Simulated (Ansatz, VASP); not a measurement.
C in VASP and in Ansatz

The input INCAR:

```
SYSTEM = C
PREC = Accurate
ENCUT = 600
EDIFF = 1E-7
ISMEAR = 0
SIGMA = 0.02
LREAL = .False.
LASPH = .True.
NELM = 100
ALGO = Normal
ISIF = 3
LWAVE = .False.
LCHARG = .False.
GGA = PE
IBRION = 2
NSW = 100
EDIFFG = -0.01
```

KPOINTS

```
Automatic mesh
0
Gamma
  10 10 12
  0 0 0
```

Contents of POSCAR:

```
C
1.0
    3.1056135277      0.0000000000      0.0000000000
    0.0000000000      3.1056135277      0.0000000000
    0.0000000000      0.0000000000      2.4517723149
C
4
Direct
    0.3541722153      0.0000000000      0.7500000000
    0.6458277847      0.0000000000      0.2500000000
    0.0000000000      0.3541722153      0.0000000000
    0.0000000000      0.6458277847      0.5000000000
```

Input for Ansatz:

```yaml
crystal:
  lattice:
    - [3.1056135277, 0.0, 0.0]
    - [0.0, 3.1056135277, 0.0]
    - [0.0, 0.0, 2.4517723149]
  atoms:
    - { symbol: C, position: [0.3541722153, 0.0, 0.75] }
    - { symbol: C, position: [0.6458277847, 0.0, 0.25] }
    - { symbol: C, position: [0.0, 0.3541722153, 0.0] }
    - { symbol: C, position: [0.0, 0.6458277847, 0.5] }
basis:
  ecutwfc: 420
kpoints:
  mp_grid: { grid: [10, 10, 12] }
hamiltonian:
  xc: pbe
scf:
  occupations: { method: gaussian, width: 0.02 }
output:
  forces: true
  stress: true
  eigenvalues: true
  write_density: true
  write_potential: true
  elf: true
  volumetric_format: npy
relax:
  adjacent_minimum: "off"
  f_tol: 0.01
  max_steps: 80
  cell: { stress_tol: 0.05 }
```

Alike in both runs: task relaxation of cell and atoms; functional PBE; k mesh 10 × 10 × 12; occupations gaussian, width 0.02 eV; no spin polarisation.

```csv
,VASP,Ansatz
version,VASP 6.6.1,Ansatz 0.2.0
potentials or method,"VASP PAW PBE potentials, release 64 (C), cutoff 600 eV","scalar-relativistic, plane waves, PAW"
valence electrons in the cell,16,16
```

VASP gave:

- gap on the k mesh at the Fermi level, each at its own relaxed structure (eV): 1.05
- relaxed volume (Å³/atom): 5.91
- relaxed cell length with the largest relative difference (Å): 2.452

**Question.** Estimate Ansatz's values.

**Answer.** gap on the k mesh at the Fermi level, each at its own relaxed structure (eV): 1.06; relaxed volume (Å³/atom): 5.91; relaxed cell length with the largest relative difference (Å): 2.452.
